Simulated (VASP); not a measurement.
Write the native input for VASP 6.6.1 that does the following.

```yaml
Task: relaxation of cell and atoms
Functional: LDA
Potentials_or_basis: VASP PAW LDA potentials, release 64 (Te)
Cutoff: 600 eV
k_mesh: 17 × 17 × 17
Occupations: fermi-dirac, width 0.08 eV
Spin: no spin polarisation
Target_pressure: 220 GPa
Dipole_correction: no
Further_INCAR_settings: ALGO = Normal; EDIFF = 1e-06; IBRION = 2; EDIFFG = -0.005; NSW = 32; ISIF = 3
```

The structure of Te lies in POSCAR:

```
Te
1.0
   -1.4987254289      1.4987254289      1.4987254289
    1.4987254289     -1.4987254289      1.4987254289
    1.4987254289      1.4987254289     -1.4987254289
Te
1
Direct
    0.0000000000      0.0000000000      0.0000000000
```

One way to write it, as run:

INCAR

```
SYSTEM = Te
  ALGO = Normal
  EDIFF = 1E-6
  EDIFFG = -0.005
  ENCUT = 600
  IBRION = 2
  ISIF = 3
  ISMEAR = -1
  LASPH = .True.
  LCHARG = .False.
  LREAL = .False.
  LWAVE = .False.
  NELM = 80
  NSW = 32
  PREC = Accurate
  PSTRESS = 2200.0
  SIGMA = 0.08
```

KPOINTS

```
k-points
0
Gamma
  17 17 17
  0 0 0
```

Potentials or basis: VASP PAW LDA potentials, release 64 (Te).

Command:

```sh
$ cat potpaw_LDA.64/Te/POTCAR > POTCAR
$ mpirun -np 1 vasp_std > vasp.out
```

It gave:

| Property | Result |
| --- | --- |
| Relaxed volume | 13.54 Å³/atom |
| Relaxed cell | a = 2.601 Å, b = 2.601 Å, c = 2.601 Å, α = 109.47°, β = 109.47°, γ = 109.47° |
| Space group after relaxing (to 0.05 Å) | Im-3m (No. 229) |
| Energy change on relaxing (the enthalpy is what falls) | -105.0 meV/atom |
| Ionic steps | 4 |
| Pressure after relaxing | 220.0 GPa |
| Band gap on the k mesh | zero (band 3 reaches 31.84 eV, above the bottom of band 4 at 14.66 eV) |

Caveat: the cell is relaxed towards a set pressure, so the enthalpy falls and the energy may rise; spin-orbit coupling is left out, which moves the levels of the heavy elements.

It took 19 s on 1 thread of Intel(R) Xeon(R) Platinum 8559C (Emerald Rapids) (shared host), peak memory 0.15 GiB.
